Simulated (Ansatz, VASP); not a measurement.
**Pt in VASP and in Ansatz**

File INCAR:

```
SYSTEM = Pt
ALGO = Fast
EDIFF = 1E-6
ENCUT = 520
GGA = PS
ISIF = 2
ISMEAR = 0
LASPH = .TRUE.
LCHARG = .FALSE.
LREAL = .FALSE.
LWAVE = .FALSE.
NBANDS = 17
NELM = 60
PREC = Accurate
SIGMA = 0.15
```

File KPOINTS:

```
k-points
0
G
  24 24 12
  0 0 0
```

POSCAR

```
Pt
1.0
    2.9738368851      0.0000000000      0.0000000000
   -1.4869184426      2.5754182892      0.0000000000
    0.0000000000      0.0000000000      4.1297358916
Pt
2
Direct
    0.6666666667      0.3333333333      0.7500000000
    0.3333333333      0.6666666667      0.2500000000
```

Input for Ansatz:

```yaml
crystal:
  lattice:
    - [2.9738368851, 0.0, 0.0]
    - [-1.4869184426, 2.5754182892, 0.0]
    - [0.0, 0.0, 4.1297358916]
  atoms:
    - { symbol: Pt, position: [0.6666666667, 0.3333333333, 0.75] }
    - { symbol: Pt, position: [0.3333333333, 0.6666666667, 0.25] }
basis:
  ecutwfc: 420
kpoints:
  mp_grid: { grid: [24, 24, 12] }
hamiltonian:
  xc: pbesol
scf:
  occupations: { method: gaussian, width: 0.15 }
output:
  forces: true
  stress: true
  eigenvalues: true
  write_density: true
  write_potential: true
  elf: true
  volumetric_format: npy
```

Alike in both runs: task single point; functional PBEsol; k mesh 24 × 24 × 12; occupations gaussian, width 0.15 eV; no spin polarisation.

```csv
,VASP,Ansatz
version,VASP 6.6.1,Ansatz 0.2.0
potentials or method,"VASP PAW PBE potentials, release 64 (Pt), cutoff 520 eV","scalar-relativistic, plane waves, PAW"
valence electrons in the cell,20,36
```

```csv
,VASP,Ansatz,Ansatz less VASP
gap on the k mesh at the Fermi level (eV),none,none,-
pressure (GPa),-5.1,-4.8,+0.37
"traceless stress, the component that is largest in VASP (GPa)",6.70,6.72,+0.019
```

VASP's potentials were made for PBE, not for PBEsol. A gap of «none» marks a metal or a gap that the smearing closes. VASP's potentials hold 20 valence electrons a cell and Ansatz's 36, so a difference there can come from the potentials and not from the codes.

Spin-orbit coupling is off throughout.
